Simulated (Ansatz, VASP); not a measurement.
**Two plane-wave programs on Al**

```
CELL_PARAMETERS angstrom
-1.67078 1.67078 1.59122
1.67078 -1.67078 1.59122
1.67078 1.67078 -1.59122
ATOMIC_POSITIONS crystal
Al 0.00000 0.00000 0.00000
```

Change from the starting cell: strain +0.050 along x and y, +0.000 along z, atoms carried along.

Alike in both runs: task single point; functional LDA; k mesh 20 × 20 × 20; occupations gaussian, width 0.15 eV; no spin polarisation.

|  | VASP | Ansatz |
| --- | --- | --- |
| version | VASP 6.6.1 | Ansatz 0.2.0 |
| potentials or method | VASP PAW LDA potentials, release 64 (Al), cutoff 520 eV | scalar-relativistic, plane waves, PAW |
| valence electrons in the cell | 3 | 3 |

Ansatz gave:

| Property | Result |
| --- | --- |
| gap on the k mesh at the Fermi level (eV) | none |
| pressure (GPa) | -5.6 |
| traceless stress, the component that is largest in VASP (GPa) | -1.09 |

Problem. What did VASP give for the same quantities?

Solution. gap on the k mesh at the Fermi level (eV): none; pressure (GPa): -5.6; traceless stress, the component that is largest in VASP (GPa): -1.10.

LDA's correlation is that of Perdew and Zunger in VASP and of Perdew and Wang (1992) in Ansatz. A gap of «none» marks a metal or a gap that the smearing closes.
